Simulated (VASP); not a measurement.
SiSe4:

```
Si Se
1.0
    -3.15303    3.15303    3.15303
     3.15303   -3.15303    3.15303
     3.15303    3.15303   -3.15303
Si Se
1 4
Cartesian
  0.0000 0.0000 0.0000
  1.5765 1.5765 -1.5765
  1.5765 -1.5765 1.5765
  -1.5765 1.5765 1.5765
  1.5765 1.5765 1.5765
```

The cell was generated, and may not be a known phase.

```yaml
Program: VASP 6.6.1
Task: relaxation of cell and atoms
Functional: PBE
Potentials_or_basis: VASP PAW PBE potentials, release 64 (Si, Se)
Cutoff: 600 eV
k_mesh: 8 × 8 × 8
Occupations: gaussian, width 0.1 eV
Spin: no spin polarisation
```

At the start: pressure -4.2 GPa; volume 25.08 Å³/atom.

Problem. How do energy, volume and symmetry change on relaxing?

Solution. Over 3 steps the energy falls by 28.8 meV/atom and the volume is 23.06 Å³/atom (-8.0 %); space group Im-3m (No. 229, to 0.1 Å) before and after.

Step by step:
```tsv
step	energy change (eV)	largest force (eV/Å)	pressure (GPa)	volume (Å³)
1	0.0000	0.0000	-4.22	125.38
2	-0.1398	0.0000	0.85	113.78
3	-0.1438	0.0000	0.01	115.29
```

Final structure:
```cif
data_structure
_symmetry_space_group_name_H-M 'P 1'
_symmetry_Int_Tables_number 1
_cell_length_a 5.3106
_cell_length_b 5.3106
_cell_length_c 5.3106
_cell_angle_alpha 109.471
_cell_angle_beta 109.471
_cell_angle_gamma 109.471
_cell_volume 115.29
loop_
_atom_site_label
_atom_site_type_symbol
_atom_site_fract_x
_atom_site_fract_y
_atom_site_fract_z
_atom_site_occupancy
Si1 Si 0.00000 0.00000 0.00000 1
Se1 Se 0.00000 0.00000 0.50000 1
Se2 Se 0.00000 0.50000 0.00000 1
Se3 Se 0.50000 0.00000 0.00000 1
Se4 Se 0.50000 0.50000 0.50000 1
```
